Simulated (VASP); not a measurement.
Input of a VASP 6.6.1 run:

File INCAR:

```
SYSTEM = InSe
PREC = Accurate
ENCUT = 520
EDIFF = 1E-6
ISMEAR = -1
SIGMA = 0.05
LREAL = .FALSE.
LASPH = .TRUE.
NELM = 60
ALGO = Normal
ISIF = 2
LWAVE = .FALSE.
LCHARG = .FALSE.
GGA = B5
ALDAX = 1.0
AGGAX = 1.0
AGGAC = 1.0
ALDAC = 0.0
NBANDS = 48
```

The input KPOINTS:

```
Automatic mesh
0
G
  8 8 2
  0 0 0
```

File POSCAR:

```
InSe
1.0
    4.2127030999      0.0000000000      0.0000000000
   -2.1063515500      3.6483079031      0.0000000000
    0.0000000000      0.0000000000     22.7440603536
In Se
4 4
Direct
    0.3333333333      0.6666666667      0.0632620694
    0.3333333333      0.6666666667      0.9367379306
    0.0000000000      0.0000000000      0.4367380531
    0.0000000000      0.0000000000      0.5632619469
    0.3333333333      0.6666666667      0.3819591960
    0.3333333333      0.6666666667      0.6180408040
    0.6666666667      0.3333333333      0.1180411680
    0.6666666667      0.3333333333      0.8819588320
```

Potentials or basis: VASP PAW PBE potentials, release 64 (In_d, Se).

The run is started by

```bash
$ cat potpaw_PBE.64/In_d/POTCAR potpaw_PBE.64/Se/POTCAR > POTCAR
$ mpirun -np 1 vasp_std > vasp.out
```

Question: What does it give for the pressure?

Answer: 0.1 GPa.

Question: Estimate the largest force.

Answer: 0.021 eV/Å.

Forces on the atoms (eV/Å):
```
In   0.000  0.000 -0.009
In   0.000  0.000  0.009
In   0.000  0.000  0.008
In   0.000  0.000 -0.008
Se   0.000  0.000 -0.021
Se   0.000  0.000  0.021
Se   0.000  0.000  0.021
Se   0.000  0.000 -0.021
```

Caveat: the PAW data sets were made with another functional, which shifts forces and pressure a little.
